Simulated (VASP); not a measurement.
Wanted: the native input for a VASP 6.6.1 run.

| Quantity | Value |
| --- | --- |
| Task | single point |
| Functional | revPBE |
| Potentials or basis | VASP PAW PBE potentials, release 64 (Ge_d) |
| Cutoff | 520 eV |
| k mesh | 12 × 12 × 12 |
| Occupations | fermi-dirac, width 0.05 eV |
| Spin | no spin polarisation |
| Dipole correction | no |
| Further INCAR settings | ALGO = Normal; EDIFF = 1e-06; NBANDS = 13 |

The structure of Ge lies in POSCAR:

```
Ge
1.0
   -1.6084200000      1.6084200000      1.8731800000
    1.6084200000     -1.6084200000      1.8731800000
    1.6084200000      1.6084200000     -1.8731800000
Ge
1
Direct
    0.5000000000      0.5000000000      0.0000000000
```

One way to write it, as run:

INCAR

```
PREC = Accurate ; ENCUT = 520
EDIFF = 1E-6 ; ISMEAR = -1
SIGMA = 0.05 ; LREAL = F
LASPH = T ; NELM = 60
ALGO = Normal ; ISIF = 2
LWAVE = F ; LCHARG = F
GGA = RE ; NBANDS = 13
```

KPOINTS

```
regular mesh
0
Gamma
  12 12 12
```

Potentials or basis: VASP PAW PBE potentials, release 64 (Ge_d).

Launch:

```bash
$ cat potpaw_PBE.64/Ge_d/POTCAR > POTCAR
$ mpirun -np 1 vasp_std > vasp.out
```

It gave:

The pressure is 1.6 GPa and the band gap on the k mesh is zero (bands 7 and 8 overlap by 11.36 eV).

Caveat: the PAW data sets were made with another functional, which shifts forces and pressure a little.

Wall time 40 s on 1 thread of Intel Xeon 8259CL, on a shared host, peak memory 0.16 GiB.
